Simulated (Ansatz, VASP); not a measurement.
# V: VASP beside Ansatz

INCAR

```
  PREC = Accurate
  ENCUT = 600
  EDIFF = 1E-7
  ISMEAR = -1
  SIGMA = 0.05
  LREAL = F
  LASPH = T
  NELM = 150
  ALGO = Normal
  ISIF = 3
  LWAVE = F
  LCHARG = F
  ISPIN = 2
  MAGMOM = 2
  LORBIT = 11
  LMAXMIX = 4
  GGA = RP
  IVDW = 12
  IBRION = 2
  NSW = 80
  EDIFFG = -0.01
```

KPOINTS

```
Automatic mesh
0
Gamma
  12 12 12
```

Contents of POSCAR:

```
V
1.0
   -1.5143500000      1.5143500000      1.5143500000
    1.5143500000     -1.5143500000      1.5143500000
    1.5143500000      1.5143500000     -1.5143500000
V
1
Direct
    0.0000000000      0.0000000000      0.0000000000
```

Contents of input.yaml:

```yaml
crystal:
  lattice:
    - [-1.51435, 1.51435, 1.51435]
    - [1.51435, -1.51435, 1.51435]
    - [1.51435, 1.51435, -1.51435]
  atoms:
    - { symbol: V, position: [0.0, 0.0, 0.0], spin: 2.0 }
kpoints:
  mp_grid: { grid: [12, 12, 12] }
scf:
  occupations: { method: fermi_dirac, width: 0.05 }
hamiltonian:
  xc: rpbe
  dispersion: d3bj
  pseudopotentials: { kind: all_electron, lapw: { basis_error: 0.001 } }
magnetization:
  spin_polarized: true
output:
  forces: true
  stress: true
relax:
  f_tol: 0.01
  max_steps: 60
  cell: {}
```

Alike in both runs: task relaxation of cell and atoms; functional RPBE; dispersion D3(BJ); k mesh 12 × 12 × 12; occupations fermi-dirac, width 0.05 eV; collinear spin.

```csv
,VASP,Ansatz
version,VASP 6.6.1,Ansatz 0.2.0
potentials or method,"VASP PAW PBE potentials, release 64 (V_sv), cutoff 600 eV","all-electron LAPW, scalar-relativistic"
```

Ansatz gave:

* net moment per atom (μB): 0.00
* relaxed volume (Å³/atom): 10.68
* relaxed cell length with the largest relative difference (Å): 2.403

Question: Which values does VASP return?

Answer: net moment per atom (μB): 0.00; relaxed volume (Å³/atom): 10.72; relaxed cell length with the largest relative difference (Å): 2.406.

VASP's potentials were made for PBE, not for RPBE. Ansatz ran all-electron here, and VASP with PAW potentials.

Noted on VASP's run: the volume moved by over 15 % at a fixed basis, so the end points are rough. Noted on Ansatz's run: the volume moved by over 15 % at a fixed basis, so the end points are rough.
